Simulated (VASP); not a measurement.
# Tl (Fm-3m) in VASP: notebook

The runs below take Tl through single point, with PBE.

All numbers are computed with VASP 6.6.1; they aren't measurements. Logs are shortened: lines on timing, memory, paths and dates and some standing lists are left out, and cuts for length are marked.

## Step 1: The cell of the first run

The structure is cubic, space group Fm-3m (No. 225). Conventional cell: a = 4.739 Å, b = 4.739 Å, c = 4.739 Å, α = 90.00°, β = 90.00°, γ = 90.00°. Tl (site symmetry m-3m) has 12 Tl at 3.35 Å within 4.4 Å.

## Step 2: Single point, PBE (strained)

File INCAR:

```
PREC = Accurate
ENCUT = 520
EDIFF = 1E-7
ISMEAR = 0
SIGMA = 0.1
LREAL = F
LASPH = T
NELM = 60
ALGO = Normal
ISIF = 2
LWAVE = F
LCHARG = F
GGA = PE
NBANDS = 12
```

File KPOINTS:

```
regular mesh
0
Gamma
  14 14 14
```

File POSCAR:

```
Tl
1.0
    0.0000000000      2.3695373396      2.3695373396
    2.3695373396      0.0000000000      2.3695373396
    2.3695373396      2.3695373396      0.0000000000
Tl
1
Direct
    0.0000000000      0.0000000000      0.0000000000
```

Potentials or basis: VASP PAW PBE potentials, release 64 (Tl_d).

The run is started by

```bash
> cat potpaw_PBE.64/Tl_d/POTCAR > POTCAR
> mpirun -np 1 vasp_std > vasp.out
```

OUTCAR:

```text
PREC = Accurate
   ENCUT = 520
   EDIFF = 1E-7
   ISMEAR = 0
   LREAL = F
   LASPH = T
   NELM = 60
   ISIF = 2
   GGA = PE

 ion  position               nearest neighbor table
   1  0.000  0.000  0.000-

  LATTYP: Found a face centered cubic cell.
 ALAT       =     4.7390746792

  Lattice vectors:

 A1 = (   0.0000000000,   2.3695373396,   2.3695373396)
 A2 = (   2.3695373396,   0.0000000000,   2.3695373396)
 A3 = (   2.3695373396,   2.3695373396,   0.0000000000)

Analysis of symmetry for initial positions (statically):
=====================================================================
 Subroutine PRICEL returns:
 Original cell was already a primitive cell.

 Routine SETGRP: Setting up the symmetry group for a
 face centered cubic supercell.

 Subroutine GETGRP returns: Found 48 space group operations
 (whereof 48 operations were pure point group operations)
 out of a pool of 48 trial point group operations.

The static configuration has the point symmetry O_h .

Analysis of symmetry for dynamics (positions and initial velocities):
=====================================================================
 Subroutine PRICEL returns:
 Original cell was already a primitive cell.

 Routine SETGRP: Setting up the symmetry group for a
 face centered cubic supercell.

 Subroutine GETGRP returns: Found 48 space group operations
 (whereof 48 operations were pure point group operations)
 out of a pool of 48 trial point group operations.

The dynamic configuration has the point symmetry O_h .

 Subroutine INISYM returns: Found 48 space group operations
 (whereof 48 operations are pure point group operations),
 and found     1 'primitive' translations

----------------------------------------------------------------------------------------

                                     Primitive cell

  volume of cell :      26.6085

  direct lattice vectors                    reciprocal lattice vectors
     0.000000000  2.369537340  2.369537340    -0.211011657  0.211011657  0.211011657
     2.369537340  0.000000000  2.369537340     0.211011657 -0.211011657  0.211011657
     2.369537340  2.369537340  0.000000000     0.211011657  0.211011657 -0.211011657

  length of vectors
     3.351031842  3.351031842  3.351031842     0.365482911  0.365482911  0.365482911

  position of ions in fractional coordinates (direct lattice)
     0.000000000  0.000000000  0.000000000

  ion indices of the primitive-cell ions
   primitive index   ion index
                 1           1

----------------------------------------------------------------------------------------

 KPOINTS: regular mesh

Automatic generation of k-mesh.
 Grid dimensions read from file:
 generate k-points for:   14   14   14

 Generating k-lattice:

  Cartesian coordinates                     Fractional coordinates (reciprocal lattice)
    -0.015072261  0.015072261  0.015072261     0.071428571  0.000000000  0.000000000
     0.015072261 -0.015072261  0.015072261     0.000000000  0.071428571  0.000000000
     0.015072261  0.015072261 -0.015072261     0.000000000  0.000000000  0.071428571

  Length of vectors
     0.026105922  0.026105922  0.026105922

  Shift w.r.t. Gamma in fractional coordinates (k-lattice)
     0.000000000  0.000000000  0.000000000

 Subroutine IBZKPT returns following result:
 ===========================================

 Found    104 irreducible k-points:

 Following reciprocal coordinates:
            Coordinates               Weight
  0.000000  0.000000  0.000000      1.000000
  0.071429  0.000000  0.000000      8.000000
  0.142857  0.000000  0.000000      8.000000
  0.214286  0.000000  0.000000      8.000000
  0.285714  0.000000  0.000000      8.000000
  0.357143  0.000000  0.000000      8.000000
[... 16 lines left out ...]
  0.214286  0.142857  0.000000     24.000000
  0.285714  0.142857  0.000000     24.000000
 [... further k-points ...]
   k-points           NKPTS =    104   k-points in BZ     NKDIM =    104   number of bands    NBANDS=     12
   number of dos      NEDOS =    301   number of ions     NIONS =      1
   total plane-waves  NPLWV =  21952
   dimension x,y,z NGX =    28 NGY =   28 NGZ =   28
   dimension x,y,z NGXF=    56 NGYF=   56 NGZF=   56
   ions per type =               1
   NGX,Y,Z   is equivalent  to a cutoff of  13.89, 13.89, 13.89 a.u.
   NGXF,Y,Z  is equivalent  to a cutoff of  27.78, 27.78, 27.78 a.u.
 SYSTEM =  unknown system
   PREC   = accura    normal or accurate (medium, high low for compatibility)
   ISTART =      0    job   : 0-new  1-cont  2-samecut
   ICHARG =      2    charge: 1-file 2-atom 10-const
   ISPIN  =      1    spin polarized calculation?
   LNONCOLLINEAR =      F non collinear calculations
   LSORBIT =      F    spin-orbit coupling
   LASPH  =      T    aspherical Exc in radial PAW
   ENCUT  =  520.0 eV  38.22 Ry    6.18 a.u.   6.23  6.23  6.23*2*pi/ulx,y,z
   NELM   =     60;   NELMIN=  2; NELMDL= -5     # of ELM steps
   EDIFF  = 0.1E-06   stopping-criterion for ELM
   LREAL  =      F    real-space projection
   EDIFFG = 0.1E-05   stopping-criterion for IOM
   NSW    =      0    number of steps for IOM
   IBRION =     -1    ionic relax: 0-MD 1-quasi-New 2-CG
   NFREE  =      0    steps in history (QN), initial steepest desc. (CG)
   ISIF   =      2    stress and relaxation
   ISYM   =      2    0-nonsym 1-usesym 2-fastsym
   POTIM  = 0.5000    time-step for ionic-motion
   TEBEG  =    0.0;   TEEND  =   0.0 temperature during run
   PSTRESS=    0.0 pullay stress
   NELECT =      13.0000    total number of electrons
   NUPDOWN=      -1.0000    fix difference up-down
   EMIN   =  10.00;   EMAX   =-10.00  energy-range for DOS
   EFERMI =   0.00;   METHOD = LEGACY
   ISMEAR =     0;   SIGMA  =   0.10  broadening in eV -4-tet -1-fermi 0-gaus
   EFERMI_NEDOS =   21; number of points for ismear=-14 and -15
   IALGO  =     38    algorithm
   IMIX   =      4    mixing-type and parameters
     AMIX     =   0.40;   BMIX     =  1.00
     AMIX_MAG =   1.60;   BMIX_MAG =  1.00
  volume/ion in A,a.u.               =      26.61       179.56
  Fermi-wavevector in a.u.,A,eV,Ry     =   1.289384  2.436583 22.619849  1.662512
  Thomas-Fermi vector in A             =   2.421280
   LORBIT       =      0    0 simple, 1 ext, 2 COOP (PROOUT), +10 PAW based schemes
   GGA     = PE    functional components
   LHFCALC =     F    Hartree Fock is set to
   AEXX    =    0.0000 exact exchange contribution
   IVDW    =     0    specifies the selected vdW correction
   LEPSILON=     F    determine dielectric tensor
   LRPA    =     F    only Hartree local field effects (RPA)
 non-spin polarized calculation
 Gauss-broadening in eV      SIGMA  =   0.10
  energy-cutoff  :      520.00
  volume of cell :       26.61
 maximum number of plane-waves:       730
 NGX is ok and might be reduce to    28
   NGX = 13   NGY = 13   NGZ = 13

 number of electron      13.0000001 magnetization

 Free energy of the ion-electron system (eV)
  ---------------------------------------------------
  ext. energy  EPLUGINS =         0.00000000
  ---------------------------------------------------
  free energy    TOTEN  =        -2.12848847 eV

  energy without entropy =       -2.12561230  energy(sigma->0) =       -2.12705038

 E-fermi :   7.3261     XC(G=0): -10.5571

 val. band max:        7.2615301703   @ k =  -0.2857   0.4286   0.2143
 cond. band min:       7.3471569057   @ k =  -0.2857   0.4286   0.1429
 fundamental gap:      0.0856267354
 Fermi energy:         7.3260535512

 k-point     1 :       0.0000    0.0000    0.0000
  band No.  band energies     occupation
      1      -4.3562      2.00000
      2      -4.3562      2.00000
      3      -4.3562      2.00000
      4      -4.0243      2.00000
      5      -4.0243      2.00000
      6      -3.1940      2.00000
      7      18.2719      0.00000
      8      18.2719      0.00000
      9      18.2719      0.00000
     10      18.4071      0.00000
     11      22.5798      0.00000
     12      23.2055      0.00000

 k-point     2 :       0.0714    0.0000    0.0000
  band No.  band energies     occupation
      1      -4.3623      2.00000
      2      -4.3399      2.00000
      3      -4.3399      2.00000
      4      -4.0271      2.00000
      5      -4.0271      2.00000
      6      -3.0765      2.00000
      7      16.8761      0.00000
      8      18.1565      0.00000
      9      18.1565      0.00000
     10      18.4188      0.00000
     11      22.7371      0.00000
     12      23.3567      0.00000

 k-point     3 :       0.1429    0.0000    0.0000
  band No.  band energies     occupation
      1      -4.3894      2.00000
      2      -4.3026      2.00000
      3      -4.3026      2.00000
      4      -4.0256      2.00000
      5      -4.0256      2.00000
      6      -2.7123      2.00000
      7      14.4164      0.00000
      8      17.8420      0.00000
      9      17.8420      0.00000
     10      18.4560      0.00000
     11      22.3081      0.00000
     12      23.3574      0.00000

 k-point     4 :       0.2143    0.0000    0.0000
  band No.  band energies     occupation
      1      -4.4427      2.00000
      2      -4.2782      2.00000
      3      -4.2782      2.00000
      4      -3.9916      2.00000
      5      -3.9916      2.00000
      6      -2.0888      2.00000
      7      11.8800      0.00000
      8      17.3996      0.00000
      9      17.3996      0.00000
     10      18.4338      0.00000
     11      21.6423      0.00000
     12      22.7536      0.00000

 k-point     5 :       0.2857    0.0000    0.0000
  band No.  band energies     occupation
      1      -4.5103      2.00000
      2      -4.2878      2.00000
      3      -4.2878      2.00000
      4      -3.9140      2.00000
      5      -3.9140      2.00000
      6      -1.2107      2.00000
      7       9.4567      0.00000
      8      16.9140      0.00000
      9      16.9140      0.00000
     10      18.2975      0.00000
     11      21.1515      0.00000
     12      22.1999      0.00000
[... 228 lines left out ...]
      1      -4.3745      2.00000
      2      -4.3189      2.00000
      3      -4.3108      2.00000
      4      -4.0495      2.00000
      5      -4.0127      2.00000
      6      -2.8757      2.00000
      7      15.8768      0.00000
      8      16.5863      0.00000
      9      18.5681      0.00000
     10      18.7602      0.00000
     11      22.1366      0.00000
     12      23.2478      0.00000

 k-point    22 :       0.1429    0.1429    0.0000
  band No.  band energies     occupation
      1      -4.4397      2.00000
      2      -4.2377      2.00000
      3      -4.2377      2.00000
      4      -4.1300      2.00000
      5      -3.9738      2.00000
      6      -2.5554      2.00000
      7      16.0412      0.00000
      8      16.1663      0.00000
      9      16.1663      0.00000
     10      17.8426      0.00000
     11      20.0476      0.00000
     12      24.5559      0.00000

 k-point    23 :       0.2143    0.1429    0.0000
  band No.  band energies     occupation
      1      -4.4712      2.00000
      2      -4.2064      2.00000
      3      -4.1865      2.00000
      4      -4.1636      2.00000
      5      -3.9405      2.00000
      6      -2.1029      2.00000
      7      13.7350      0.00000
      8      15.4889      0.00000
      9      16.2076      0.00000
     10      18.1786      0.00000
     11      19.0115      0.00000
     12      24.4354      0.00000

 k-point    24 :       0.2857    0.1429    0.0000
  band No.  band energies     occupation
      1      -4.4956      2.00000
      2      -4.2474      2.00000
      3      -4.1686      2.00000
      4      -4.1223      2.00000
      5      -3.8757      2.00000
      6      -1.3941      2.00000
      7      11.2992      0.00000
      8      14.9805      0.00000
      9      15.6798      0.00000
     10      17.7699      0.00000
     11      19.8596      0.00000
     12      24.1152      0.00000

 [... further k-points ...]

------------------------ aborting loop because EDIFF is reached ----------------------------------------

  FORCE on cell =-STRESS in cart. coord.  units (eV):
  Direction    XX          YY          ZZ          XY          YZ          ZX
  --------------------------------------------------------------------------------------
  -------------------------------------------------------------------------------------
  Total        1.0730247      1.0730247      1.0730247      0.0000000      0.0000000      0.0000000
  in kB       64.6099832     64.6099832     64.6099832      0.0000000      0.0000000      0.0000000
  external PRESSURE =      64.6099832 kB  Pullay stress =       0.0000000 kB

 VOLUME and BASIS-vectors are now :
 -----------------------------------------------------------------------------
  energy-cutoff  :      520.00
  volume of cell :       26.61
      direct lattice vectors                 reciprocal lattice vectors
     0.000000000  2.369537340  2.369537340    -0.211011657  0.211011657  0.211011657
     2.369537340  0.000000000  2.369537340     0.211011657 -0.211011657  0.211011657
     2.369537340  2.369537340  0.000000000     0.211011657  0.211011657 -0.211011657

 POSITION                                       TOTAL-FORCE (eV/Angst)
 -----------------------------------------------------------------------------------
      0.00000      0.00000      0.00000        -0.000000     -0.000000     -0.000000
 -----------------------------------------------------------------------------------
    total drift:                               -0.000000     -0.000000     -0.000000

  FREE ENERGIE OF THE ION-ELECTRON SYSTEM (eV)
  ---------------------------------------------------
  free  energy   TOTEN  =        -2.1284884717 eV

  energy  without entropy=       -2.1256122982  energy(sigma->0) =       -2.12705038
```

It took 13 s on 1 thread of Intel Xeon 6975P-C (Granite Rapids), shared host; peak memory 0.17 GiB.

Results:

- Free energy: -2.1285 eV
- Pressure: 6.5 GPa

Caveat: the cell differs from its parent crystal (strained); spin-orbit coupling is left out, which moves the levels of the heavy elements.

## Step 3: Single point, PBE (strained)

File INCAR:

```
ALGO = Normal
EDIFF = 1E-7
ENCUT = 520
GGA = PE
ISIF = 2
ISMEAR = 0
LASPH = True
LCHARG = True
LELF = True
LREAL = False
LVHAR = True
LWAVE = False
NBANDS = 12
NELM = 60
PREC = Accurate
SIGMA = 0.1
```

File KPOINTS:

```
k-points
0
Gamma
  14 14 14
```

File POSCAR:

```
Tl
1.0
    0.0000000000      2.4300860169      2.4300860169
    2.4300860169      0.0000000000      2.4300860169
    2.4300860169      2.4300860169      0.0000000000
Tl
1
Direct
    0.0000000000      0.0000000000      0.0000000000
```

Potentials or basis: VASP PAW PBE potentials, release 64 (Tl_d).

The run is started by

```bash
> cat potpaw_PBE.64/Tl_d/POTCAR > POTCAR
> mpirun -np 1 vasp_std > vasp.out
```

Run time: 13 s. Hardware: 1 thread of Intel Xeon 6975P-C (Granite Rapids), shared host; peak memory 0.18 GiB.

It converged, with:

```
Free energy : -2.1878 eV
Pressure    : 2.7 GPa
```

Levels at points of the mesh, in eV from the Fermi level:
```
           k point  band 3  band 4  band 5  band 6  band 7  band 8  band 9  band 10
(0.00, 0.00, 0.00)  -11.58  -11.30  -11.30   -9.99   10.29   10.29   10.29    10.98
(0.50, 0.00, 0.00)  -11.57  -11.06  -11.06   -5.29   -2.87    8.22    8.22    10.40
(0.50, 0.50, 0.00)  -11.08  -10.99  -10.99   -3.58   -1.78    4.08    4.08     7.53
```

Caveat: the cell differs from its parent crystal (strained); spin-orbit coupling is left out, which moves the levels of the heavy elements.

## Step 4: Single point, PBE (strained)

File INCAR:

```
SYSTEM = Tl
PREC = Accurate
ENCUT = 520
EDIFF = 1E-6
ISMEAR = 0
SIGMA = 0.1
LREAL = .False.
LASPH = .True.
NELM = 80
ALGO = Normal
ISIF = 2
LWAVE = .False.
LCHARG = .False.
GGA = PE
NBANDS = 12
```

File KPOINTS:

```
regular mesh
0
Gamma
  14 14 14
  0 0 0
```

File POSCAR:

```
Tl
1.0
    0.0000000000      2.5448695379      2.5448695379
    2.5448695379      0.0000000000      2.5448695379
    2.5448695379      2.5448695379      0.0000000000
Tl
1
Direct
    0.0000000000      0.0000000000      0.0000000000
```

Potentials or basis: VASP PAW PBE potentials, release 64 (Tl_d).

The run is started by

```bash
> cat potpaw_PBE.64/Tl_d/POTCAR > POTCAR
> mpirun -np 1 vasp_std > vasp.out
```

OUTCAR:

```text
SYSTEM = Tl
   PREC = Accurate
   ENCUT = 520
   EDIFF = 1E-6
   ISMEAR = 0
   LREAL = .False.
   LASPH = .True.
   NELM = 80
   ISIF = 2
   GGA = PE

 ion  position               nearest neighbor table
   1  0.000  0.000  0.000-

  LATTYP: Found a face centered cubic cell.
 ALAT       =     5.0897390758

  Lattice vectors:

 A1 = (   0.0000000000,   2.5448695379,   2.5448695379)
 A2 = (   2.5448695379,   0.0000000000,   2.5448695379)
 A3 = (   2.5448695379,   2.5448695379,   0.0000000000)

Analysis of symmetry for initial positions (statically):
[... 530 lines left out ...]
      6      -2.5446      2.00000
      7       8.3242      0.00000
      8      11.6272      0.00000
      9      11.9458      0.00000
     10      14.8072      0.00000
     11      16.4145      0.00000
     12      20.2151      0.00000

 [... further k-points ...]
[... 5 lines left out ...]
  --------------------------------------------------------------------------------------
  -------------------------------------------------------------------------------------
  Total       -0.2800428     -0.2800428     -0.2800428     -0.0000000      0.0000000      0.0000000
  in kB      -13.6115771    -13.6115771    -13.6115771     -0.0000000      0.0000000      0.0000000
  external PRESSURE =     -13.6115771 kB  Pullay stress =       0.0000000 kB

 VOLUME and BASIS-vectors are now :
 -----------------------------------------------------------------------------
  energy-cutoff  :      520.00
  volume of cell :       32.96
      direct lattice vectors                 reciprocal lattice vectors
     0.000000000  2.544869538  2.544869538    -0.196473726  0.196473726  0.196473726
     2.544869538  0.000000000  2.544869538     0.196473726 -0.196473726  0.196473726
     2.544869538  2.544869538  0.000000000     0.196473726  0.196473726 -0.196473726

 POSITION                                       TOTAL-FORCE (eV/Angst)
 -----------------------------------------------------------------------------------
      0.00000      0.00000      0.00000         0.000000      0.000000     -0.000000
 -----------------------------------------------------------------------------------
    total drift:                               -0.000000     -0.000000     -0.000000

  FREE ENERGIE OF THE ION-ELECTRON SYSTEM (eV)
  ---------------------------------------------------
  free  energy   TOTEN  =        -2.2000703815 eV

  energy  without entropy=       -2.1965364946  energy(sigma->0) =       -2.19830344
```

OSZICAR:

```text
N       E                     dE             d eps       ncg     rms          rms(c)
DAV:   1     0.509450822320E+02    0.50945E+02   -0.66121E+03  2708   0.922E+02
DAV:   2    -0.164451726445E+01   -0.52590E+02   -0.51638E+02  2796   0.211E+02
DAV:   3    -0.221544578359E+01   -0.57093E+00   -0.57050E+00  2988   0.202E+01
DAV:   4    -0.221828650265E+01   -0.28407E-02   -0.28406E-02  2940   0.163E+00
DAV:   5    -0.221832463844E+01   -0.38136E-04   -0.38136E-04  3072   0.185E-01    0.138E+00
DAV:   6    -0.220250747278E+01    0.15817E-01   -0.26770E-02  2948   0.148E+00    0.102E+00
DAV:   7    -0.220010479333E+01    0.24027E-02   -0.85830E-03  2972   0.828E-01    0.479E-01
DAV:   8    -0.220006286850E+01    0.41925E-04   -0.33260E-04  2952   0.172E-01    0.289E-02
DAV:   9    -0.220006776822E+01   -0.48997E-05   -0.49432E-06  2936   0.193E-02    0.996E-03
DAV:  10    -0.220007040177E+01   -0.26335E-05   -0.21825E-06  2900   0.136E-02    0.702E-04
DAV:  11    -0.220007038145E+01    0.20315E-07   -0.36050E-08  1624   0.122E-03
   1 F= -.22000704E+01 E0= -.21983034E+01  d E =-.353389E-02
```

stdout:

```text
POSCAR found type information on POSCAR Tl
 POSCAR found :  1 types and       1 ions
 scaLAPACK will be used
 LDA part: xc-table for (Slater+PW92), standard interpolation
 POSCAR, INCAR and KPOINTS ok, starting setup
 FFT: planning ... GRIDC
 FFT: planning ... GRID_SOFT
 FFT: planning ... GRID
 WAVECAR not read
 entering main loop
```

It took 13 s on 1 thread of Intel Xeon 6975P-C (Granite Rapids), shared host; peak memory 0.17 GiB.

Results:

```
Free energy : -2.2001 eV
Pressure    : -1.4 GPa
```

Caveat: the cell differs from its parent crystal (strained); spin-orbit coupling is left out, which moves the levels of the heavy elements.

## Step 5: Overview

```tsv
cell	gap on the mesh (eV)	pressure (GPa)
a = 3.351 Å, angles 60.0°, 1 atom	none	6.5
a = 3.437 Å, angles 60.0°, 1 atom	none	2.7
a = 3.599 Å, angles 60.0°, 1 atom	none	-1.4
```

Alike in all rows: task single point; level PBE; potentials or basis VASP PAW PBE potentials, release 64 (Tl_d); no spin polarisation; k mesh 14 × 14 × 14; cutoff (eV) 520; smearing gaussian 0.1 eV.

Caveats: spin-orbit coupling is left out, which moves the levels of the heavy elements.

Total energies depend on the potentials used, so only differences within one code and one set of settings carry meaning.
